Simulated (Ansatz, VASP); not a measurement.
# KMgF3 in VASP and in Ansatz

```
K Mg F
1.0
     3.98590    0.00000    0.00000
     0.00000    3.98590    0.00000
     0.00000    0.00000    3.98590
K Mg F
1 1 3
Direct
  0.50000 0.50000 0.50000
  0.00000 0.00000 0.00000
  0.50000 0.96674 0.96674
  0.00000 0.46674 0.96674
  0.00000 0.96674 0.46674
```

Change from the starting cell: all F atoms moved +0.188 Å, as atom 3 towards its neighbour atom 1 (K) at 2.818 Å.

Alike in both runs: task single point; functional PBEsol; k mesh 6 × 6 × 6; occupations gaussian, width 0.05 eV; no spin polarisation.

```csv
,VASP,Ansatz
version,VASP 6.6.1,Ansatz 0.2.0
potentials or method,"VASP PAW PBE potentials, release 64 (K_sv, Mg, F), cutoff 520 eV","scalar-relativistic, plane waves, PAW"
valence electrons in the cell,32,40
```

Ansatz gave:

| Quantity | Value |
| --- | --- |
| gap on the k mesh at the Fermi level (eV) | 7.13 |
| least direct gap on the mesh (eV) | 7.45 |
| pressure (GPa) | 1.9 |
| traceless stress, the component that is largest in VASP (GPa) | -1.72 |
| rms of the force components (eV/Å) | 0.552 |

Estimate VASP's values.

gap on the k mesh at the Fermi level (eV): 7.11; least direct gap on the mesh (eV): 7.43; pressure (GPa): 1.6; traceless stress, the component that is largest in VASP (GPa): -1.75; rms of the force components (eV/Å): 0.560.

VASP's potentials were made for PBE, not for PBEsol. Atom by atom the forces differ by 0.009 eV/Å (rms over components). VASP's potentials hold 32 valence electrons a cell and Ansatz's 40, so a difference there can come from the potentials and not from the codes.
